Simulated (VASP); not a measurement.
A run of VASP 6.6.1:

The input INCAR:

```
SYSTEM = SiO2
ALGO = Normal
EDIFF = 1E-7
EDIFFG = -0.01
ENCUT = 600
GGA = PE
IBRION = 2
ISIF = 4
ISMEAR = 0
LASPH = .TRUE.
LCHARG = .FALSE.
LREAL = .FALSE.
LWAVE = .FALSE.
NELM = 80
NSW = 50
PREC = Accurate
SIGMA = 0.02
```

File KPOINTS:

```
k-points
0
G
  6 6 6
  0 0 0
```

Contents of POSCAR:

```
SiO2
1.0
   -2.4553636056      2.4553636056      3.6349796366
    2.4553636056     -2.4553636056      3.6349796366
    2.4553636056      2.4553636056     -3.6349796366
Si O
2 4
Direct
    0.0000000000      0.0000000000      0.0000000000
    0.7500000000      0.2500000000      0.5000000000
    0.9777784191      0.6250000000      0.8527784191
    0.3750000000      0.2277784191      0.3527784191
    0.7722215809      0.1250000000      0.1472215809
    0.8750000000      0.0222215809      0.6472215809
```

Potentials or basis: VASP PAW PBE potentials, release 64 (Si, O).

Launch:

```console
$ cat potpaw_PBE.64/Si/POTCAR potpaw_PBE.64/O/POTCAR > POTCAR
$ mpirun -np 1 vasp_std > vasp.out
```

Hardware: 1 thread of Intel(R) Xeon(R) 6975P-C (Granite Rapids), on a shared host.

Q: How long does it take, and how much memory?

A: Run time: 110 s on 1 thread of Intel(R) Xeon(R) 6975P-C (Granite Rapids) (shared host), peak memory 0.26 GiB. Counts: scf iterations 55, k points 30, ion steps 6.
